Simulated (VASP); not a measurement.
Wanted: the native input for a VASP 6.6.1 run.

- Task: single point
- Functional: PBE
- Potentials or basis: VASP PAW PBE potentials, release 64 (N, As, B)
- Cutoff: 600 eV
- k mesh: 8 × 6 × 6
- Occupations: fermi-dirac, width 0.02 eV
- Spin: non-collinear spin, zero start, spin-orbit coupling
- Starting moments: [[0.0, 0.0, 0.0], [0.0, 0.0, 0.0], [0.0, 0.0, 0.0], [0.0, 0.0, 0.0], [0.0, 0.0, 0.0], [0.0, 0.0, 0.0], [0.0, 0.0, 0.0], [0.0, 0.0, 0.0]] μB
- Dipole correction: no
- Further INCAR settings: ALGO = Normal; EDIFF = 1e-06; NBANDS = 50

The structure of B4As3N lies in POSCAR:

```
B4As3N
1.0
    3.2274687110      0.0000000000      0.0000000000
    0.0000000000      3.2006388490      4.5372384035
    0.0000000000     -3.2006388490      4.5372384035
N As B
1 3 4
Direct
    0.0000000000      0.0068514926      0.0068514926
    0.5000000000      0.0050050307      0.4929060888
    0.5000000000      0.4929060888      0.0050050307
    0.0000000000      0.5013048213      0.5013048213
    0.5000000000      0.8949106931      0.8949106931
    0.0000000000      0.8956064981      0.3261654933
    0.0000000000      0.3261654933      0.8956064981
    0.5000000000      0.3772498821      0.3772498821
```

One way to write it, as run:

INCAR

```
SYSTEM = B4As3N
ALGO = Normal ; EDIFF = 1E-6
ENCUT = 600 ; GGA = PE
GGA_COMPAT = .FALSE. ; ISIF = 2
ISMEAR = -1 ; KPAR = 4
LASPH = .TRUE. ; LCHARG = .FALSE.
LORBIT = 11 ; LORBMOM = .TRUE.
LREAL = .FALSE. ; LSORBIT = .TRUE.
LWAVE = .FALSE. ; MAGMOM = 0 0 0 0 0 0 0 0 0 0 0 0 0 0 0 0 0 0 0 0 0 0 0 0
NBANDS = 50 ; NELM = 200
PREC = Accurate ; SIGMA = 0.02
```

KPOINTS

```
k-points
0
G
  8 6 6
  0 0 0
```

Potentials or basis: VASP PAW PBE potentials, release 64 (N, As, B).

The run is started by

```console
$ cat potpaw_PBE.64/N/POTCAR potpaw_PBE.64/As/POTCAR potpaw_PBE.64/B/POTCAR > POTCAR
$ mpirun -np 4 vasp_ncl > vasp.out
```

Results of the run:

```yaml
Pressure: 3.0 GPa
Largest_force: 0.214 eV/Å
Net_moment: 0.00 μB per cell
Valence_electrons_inside_the_program's_atomic_spheres: N 3.60; As 3.01, 3.03 (each value once); B 1.57, 1.82, 2.07 (each value once)
```

Wall time 3.8 min on 4 MPI ranks on Intel(R) Xeon(R) Platinum 8559C (Emerald Rapids), with other jobs on the host, peak memory 1.1 GiB a rank.
